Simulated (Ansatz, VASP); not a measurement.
# C in VASP and in Ansatz

Contents of POSCAR:

```
C
1.0
    0.0000000000     -1.7801161419     -1.7801161419
   -1.7801161419      0.0000000000     -1.7801161419
    1.7801161419      1.7801161419     -3.5602322838
C
4
Direct
    0.7349073063      0.7731688183      0.7451349994
    0.2650926937      0.2268311817      0.2548650006
    0.3566638199      0.3949253319      0.8798649870
    0.8933361801      0.8550746681      0.3701350130
```

INCAR.step1

```
PREC = Accurate ; ENCUT = 520
ISMEAR = 0 ; SIGMA = 0.05
LREAL = F ; LASPH = T
NELM = 60 ; NBANDS = 16
GGA = PE ; ALGO = Normal
EDIFF = 1E-4 ; LWAVE = T
LCHARG = F
```

The input INCAR.step2:

```
PREC = Accurate ; ENCUT = 520
EDIFF = 1E-7 ; ISMEAR = 0
SIGMA = 0.05 ; LREAL = F
LASPH = T ; NELM = 60
ALGO = Normal ; ISIF = 2
LWAVE = F ; LCHARG = F
METAGGA = R2SCAN ; LMIXTAU = T
NBANDS = 16 ; ISTART = 1
```

File KPOINTS:

```
Automatic mesh
0
Gamma
  12 12 10
```

Input for Ansatz:

```yaml
crystal:
  lattice:
    - [0.0, -1.7801161419, -1.7801161419]
    - [-1.7801161419, 0.0, -1.7801161419]
    - [1.7801161419, 1.7801161419, -3.5602322838]
  atoms:
    - { symbol: C, position: [0.7349073063, 0.7731688183, 0.7451349994] }
    - { symbol: C, position: [0.2650926937, 0.2268311817, 0.2548650006] }
    - { symbol: C, position: [0.3566638199, 0.3949253319, 0.879864987] }
    - { symbol: C, position: [0.8933361801, 0.8550746681, 0.370135013] }
basis:
  ecutwfc: 520.0
kpoints:
  mp_grid: { grid: [12, 12, 10] }
hamiltonian:
  xc: r2scan
scf:
  occupations: { method: gaussian, width: 0.05 }
output:
  forces: true
  stress: true
  eigenvalues: true
```

Change from the starting cell: mode 4 frozen in at -0.049 Å and mode 9 at -0.020 Å (largest displacements).

Alike in both runs: task single point; functional r2SCAN; k mesh 12 × 12 × 10; occupations gaussian, width 0.05 eV; no spin polarisation.

|  | VASP | Ansatz |
| --- | --- | --- |
| version | VASP 6.6.1 | Ansatz 0.2.0 |
| potentials or method | VASP PAW PBE potentials, release 64 (C), cutoff 520 eV | scalar-relativistic, plane waves, PAW |
| valence electrons in the cell | 16 | 16 |

|  | VASP | Ansatz | Ansatz less VASP |
| --- | --- | --- | --- |
| gap on the k mesh at the Fermi level (eV) | 4.30 | 4.33 | +0.030 |
| least direct gap on the mesh (eV) | 5.78 | 5.82 | +0.044 |
| pressure (GPa) | 1.3 | 0.1 | -1.12 |
| traceless stress, the component that is largest in VASP (GPa) | 0.54 | 0.55 | +0.003 |
| rms of the force components (eV/Å) | 0.922 | 0.925 | +0.0030 |

VASP's potentials were made for PBE, not for r2SCAN. Atom by atom the forces differ by 0.003 eV/Å (rms over components).
